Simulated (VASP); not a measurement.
# Pd (P6_3/mmc) in VASP: settings compared

Aim: see how the results for Pd move with the level of theory and the settings. Levels: r2SCAN, HSE06. Tasks: single point.

Program: VASP 6.6.1. These are calculated values, not measurements. Logs are shortened: lines on timing, memory, paths and dates and some standing lists are left out, and cuts for length are marked.

## (1) The cell of the first run

The structure is hexagonal, space group P6_3/mmc (No. 194). The conventional cell has a = 2.784 Å, b = 2.784 Å, c = 4.629 Å, α = 90.00°, β = 90.00°, γ = 120.00°. Within 3.7 Å of Pd (site symmetry -6m2) lie 12 Pd at 2.78 to 2.82 Å.

## (2) Single point, r2SCAN, non-collinear spin, zero start, spin-orbit coupling

The input, POSCAR:

```
Pd
1.0
    2.7836650458      0.0000000000      0.0000000000
   -1.3918325229      2.4107246453      0.0000000000
    0.0000000000      0.0000000000      4.6288930000
Pd
2
Direct
    0.3333333333      0.6666666667      0.2500000000
    0.6666666667      0.3333333333      0.7500000000
```

The input, INCAR.step1:

```
  ALGO = Normal
  EDIFF = 1E-4
  ENCUT = 520
  GGA = PE
  GGA_COMPAT = F
  ISMEAR = -1
  LASPH = T
  LCHARG = F
  LMAXMIX = 4
  LREAL = F
  LSORBIT = T
  LWAVE = T
  MAGMOM = 0 0 0 0 0 0
  NBANDS = 32
  NELM = 150
  PREC = Accurate
  SIGMA = 0.05
```

The input, INCAR.step2:

```
  ALGO = Normal
  EDIFF = 1E-7
  ENCUT = 520
  GGA_COMPAT = F
  ISIF = 2
  ISMEAR = -1
  ISTART = 1
  LASPH = T
  LCHARG = F
  LMAXMIX = 4
  LMIXTAU = T
  LORBIT = 11
  LORBMOM = T
  LREAL = F
  LSORBIT = T
  LWAVE = F
  MAGMOM = 0 0 0 0 0 0
  METAGGA = R2SCAN
  NBANDS = 32
  NELM = 150
  PREC = Accurate
  SIGMA = 0.05
```

The input, KPOINTS:

```
k-points
0
Gamma
  11 11 6
```

Potentials or basis: VASP PAW PBE potentials, release 64 (Pd).

Started as:

```console
cat potpaw_PBE.64/Pd/POTCAR > POTCAR
cp INCAR.step1 INCAR
mpirun -np 1 vasp_ncl > vasp.out
cp INCAR.step2 INCAR
mpirun -np 1 vasp_ncl > vasp.out
```

OUTCAR:

```text
EDIFF = 1E-7
   ENCUT = 520
   ISIF = 2
   ISMEAR = -1
   ISTART = 1
   LASPH = T
   LORBIT = 11
   LREAL = F
   LSORBIT = T
   METAGGA = R2SCAN
   NELM = 150
   PREC = Accurate

 ion  position               nearest neighbor table
   1  0.333  0.667  0.250-   2 2.82   2 2.82   2 2.82   2 2.82   2 2.82   2 2.82
   2  0.667  0.333  0.750-   1 2.82   1 2.82   1 2.82   1 2.82   1 2.82   1 2.82

  LATTYP: Found a hexagonal cell.
 ALAT       =     2.7836650458
 C/A-ratio  =     1.6628771507

  Lattice vectors:

 A1 = (   2.7836650458,   0.0000000000,   0.0000000000)
 A2 = (  -1.3918325229,   2.4107246453,   0.0000000000)
 A3 = (   0.0000000000,   0.0000000000,   4.6288930000)

Analysis of symmetry for initial positions (statically):
=====================================================================
 Subroutine PRICEL returns:
 Original cell was already a primitive cell.

 Routine SETGRP: Setting up the symmetry group for a
 hexagonal supercell.

 Subroutine GETGRP returns: Found 24 space group operations
 (whereof 12 operations were pure point group operations)
 out of a pool of 24 trial point group operations.

The static configuration has the point symmetry D_3d.
 The point group associated with its full space group is D_6h.

Analysis of symmetry for dynamics (positions and initial velocities):
=====================================================================
 Subroutine PRICEL returns:
 Original cell was already a primitive cell.

 Routine SETGRP: Setting up the symmetry group for a
 hexagonal supercell.

 Subroutine GETGRP returns: Found 24 space group operations
 (whereof 12 operations were pure point group operations)
 out of a pool of 24 trial point group operations.

The dynamic configuration has the point symmetry D_3d.
 The point group associated with its full space group is D_6h.

Analysis of structural, dynamic, and magnetic symmetry:
=====================================================================
 Subroutine PRICEL returns:
 Original cell was already a primitive cell.

 Routine SETGRP: Setting up the symmetry group for a
 hexagonal supercell.

 Subroutine GETGRP returns: Found 24 space group operations
 (whereof 12 operations were pure point group operations)
 out of a pool of 24 trial point group operations.

The overall configuration has the point symmetry D_3d.
 The point group associated with its full space group is D_6h.
[... 1020 lines left out ...]
     -0.00000      1.60715      1.15722         0.000000      0.000000      0.000000
      1.39183      0.80357      3.47167        -0.000000      0.000000     -0.000000
 -----------------------------------------------------------------------------------
    total drift:                               -0.000000      0.000000     -0.000000

  FREE ENERGIE OF THE ION-ELECTRON SYSTEM (eV)
  ---------------------------------------------------
  free  energy   TOTEN  =       -45.8984006400 eV

  energy  without entropy=      -45.8566392591  energy(sigma->0) =      -45.87751995

 orbital moment (x)

 # of ion     p       d       tot
 ----------------------------------------
  1        -0.000   0.000   0.000
  2        -0.000   0.000   0.000
 ----------------------------------------
           -0.000   0.000   0.000

 orbital moment (y)

 # of ion     p       d       tot
 ----------------------------------------
  1         0.000  -0.000  -0.000
  2         0.000  -0.000  -0.000
 ----------------------------------------
            0.000  -0.000  -0.000

 orbital moment (z)

 # of ion     p       d       tot
 ----------------------------------------
  1         0.000  -0.000  -0.000
  2         0.000  -0.000  -0.000
 ----------------------------------------
            0.000  -0.000  -0.000

 Spin-Orbit-Coupling matrix elements

 Ion:    1  E_soc:     -0.0863123
 l=   1
     0.0000000    -0.0021608    -0.0022493
    -0.0021608     0.0000000    -0.0021608
    -0.0022493    -0.0021608     0.0000000
 l=   2
     0.0000000    -0.0024805     0.0000000    -0.0024805    -0.0102725
    -0.0024805     0.0000000    -0.0071756    -0.0020393    -0.0024805
     0.0000000    -0.0071756     0.0000000    -0.0071756     0.0000000
    -0.0024805    -0.0020393    -0.0071756     0.0000000    -0.0024805
    -0.0102725    -0.0024805     0.0000000    -0.0024805     0.0000000
 l=   3
     0.0000000     0.0000000     0.0000000     0.0000000     0.0000000     0.0000000     0.0000000
     0.0000000     0.0000000     0.0000000     0.0000000     0.0000000     0.0000000     0.0000000
     0.0000000     0.0000000     0.0000000     0.0000000     0.0000000     0.0000000     0.0000000
     0.0000000     0.0000000     0.0000000     0.0000000     0.0000000     0.0000000     0.0000000
     0.0000000     0.0000000     0.0000000     0.0000000     0.0000000     0.0000000     0.0000000
     0.0000000     0.0000000     0.0000000     0.0000000     0.0000000     0.0000000     0.0000000
     0.0000000     0.0000000     0.0000000     0.0000000     0.0000000     0.0000000     0.0000000

 Ion:    2  E_soc:     -0.0863123
 l=   1
     0.0000000    -0.0021608    -0.0022493
    -0.0021608     0.0000000    -0.0021608
    -0.0022493    -0.0021608     0.0000000
 l=   2
     0.0000000    -0.0024805     0.0000000    -0.0024805    -0.0102725
    -0.0024805     0.0000000    -0.0071756    -0.0020393    -0.0024805
     0.0000000    -0.0071756     0.0000000    -0.0071756     0.0000000
    -0.0024805    -0.0020393    -0.0071756     0.0000000    -0.0024805
    -0.0102725    -0.0024805     0.0000000    -0.0024805     0.0000000
 l=   3
     0.0000000     0.0000000     0.0000000     0.0000000     0.0000000     0.0000000     0.0000000
     0.0000000     0.0000000     0.0000000     0.0000000     0.0000000     0.0000000     0.0000000
     0.0000000     0.0000000     0.0000000     0.0000000     0.0000000     0.0000000     0.0000000
     0.0000000     0.0000000     0.0000000     0.0000000     0.0000000     0.0000000     0.0000000
     0.0000000     0.0000000     0.0000000     0.0000000     0.0000000     0.0000000     0.0000000
     0.0000000     0.0000000     0.0000000     0.0000000     0.0000000     0.0000000     0.0000000
     0.0000000     0.0000000     0.0000000     0.0000000     0.0000000     0.0000000     0.0000000

 total charge

# of ion       s       p       d       tot
------------------------------------------
    1        0.486   0.411   8.487   9.384
    2        0.486   0.411   8.487   9.384
--------------------------------------------------
tot          0.971   0.823  16.973  18.767

 magnetization (x)

# of ion       s       p       d       tot
------------------------------------------
    1        0.000   0.000   0.000   0.000
    2        0.000   0.000   0.000   0.000
--------------------------------------------------
tot          0.000   0.000   0.000   0.000

 magnetization (y)

# of ion       s       p       d       tot
------------------------------------------
    1        0.000   0.000   0.000   0.000
    2        0.000   0.000   0.000   0.000
--------------------------------------------------
tot          0.000   0.000   0.000   0.000

 magnetization (z)

# of ion       s       p       d       tot
------------------------------------------
    1        0.000   0.000   0.000   0.000
    2        0.000   0.000   0.000   0.000
--------------------------------------------------
tot          0.000   0.000   0.000   0.000
```

Run time: 6.2 min. Hardware: 1 thread of Intel Xeon Platinum 8488C (Sapphire Rapids), shared host; peak memory 0.32 GiB.

What came out:

```yaml
Free_energy: -45.8984 eV
Pressure: -5.0 GPa
Net_moment: 0.00 μB per cell
Valence_electrons_inside_the_program's_atomic_spheres: Pd 9.38
```

Moments on the atoms (μB; x, y, z):
```
Pd  0.00 0.00 0.00
Pd  0.00 0.00 0.00
```

Caveat: the PAW data sets were made with another functional, which shifts forces and pressure a little.

## (3) Single point, HSE06

POSCAR is that of step 2.

The input, INCAR.step1:

```
PREC     = Accurate       # precision mode
ENCUT    = 520            # plane-wave cutoff, eV
EDIFF    = 1E-5           # SCF threshold, eV
ISMEAR   = -1             # smearing method
SIGMA    = 0.05           # smearing width, eV
LREAL    = F              # projectors in reciprocal space
LASPH    = T              # aspherical terms in the spheres
NELM     = 80             # most SCF steps
ALGO     = Normal         # electronic algorithm
ISIF     = 2              # what is computed and relaxed
LWAVE    = T              # write WAVECAR
NBANDS   = 17             # bands
GGA      = PE             # functional
```

The input, INCAR.step2:

```
PREC     = Accurate       # precision mode
ENCUT    = 520            # plane-wave cutoff, eV
EDIFF    = 1E-6           # SCF threshold, eV
ISMEAR   = -1             # smearing method
SIGMA    = 0.05           # smearing width, eV
LREAL    = F              # projectors in reciprocal space
LASPH    = T              # aspherical terms in the spheres
NELM     = 80             # most SCF steps
ALGO     = Normal         # electronic algorithm
ISIF     = 2              # what is computed and relaxed
LWAVE    = F              # write WAVECAR
LCHARG   = T              # write CHGCAR
GGA      = PE             # functional
LHFCALC  = T              # exact exchange
HFSCREEN = 0.2079         # screening, 1/A
PRECFOCK = Normal       
LELF     = T              # ELF
LVHAR    = T            
NBANDS   = 17             # bands
ISTART   = 1
```

The input, KPOINTS:

```
Automatic mesh
0
Gamma
  6 6 3
```

Potentials or basis: VASP PAW PBE potentials, release 64 (Pd).

Started as:

```console
cat potpaw_PBE.64/Pd/POTCAR > POTCAR
cp INCAR.step1 INCAR
mpirun -np 1 vasp_std > vasp.out
cp INCAR.step2 INCAR
mpirun -np 1 vasp_std > vasp.out
```

It took 12 min on 1 thread of Intel Xeon Platinum 8488C (Sapphire Rapids), shared host; peak memory 0.26 GiB.

The run converged. Its results:

* Free energy: -11.8959 eV
* Pressure: -7.0 GPa
* Band gap on the k mesh: zero (band 10 reaches 8.37 eV, above the bottom of band 11 at 7.45 eV)

Stress tensor (GPa, compression positive):
```
-8.76  0.00  0.00
 0.00 -8.76  0.00
 0.00  0.00 -3.63
```

Levels at points of the mesh, in eV from the Fermi level:
| k point | band 6 | band 7 | band 8 | band 9 | band 10 | band 11 | band 12 | band 13 | band 14 | band 15 |
| --- | --- | --- | --- | --- | --- | --- | --- | --- | --- | --- |
| (0.00, 0.00, 0.00) | -2.66 | -2.66 | -2.08 | -2.08 | -0.53 | -0.53 | 1.70 | 8.08 | 18.64 | 20.34 |
| (0.50, 0.00, 0.00) | -2.30 | -1.64 | -0.32 | -0.02 | 0.21 | 3.27 | 5.44 | 10.91 | 11.14 | 14.35 |

Caveat: the k points lie up to 0.45 Å⁻¹ apart; the PAW data sets were made with another functional, which shifts forces and pressure a little.
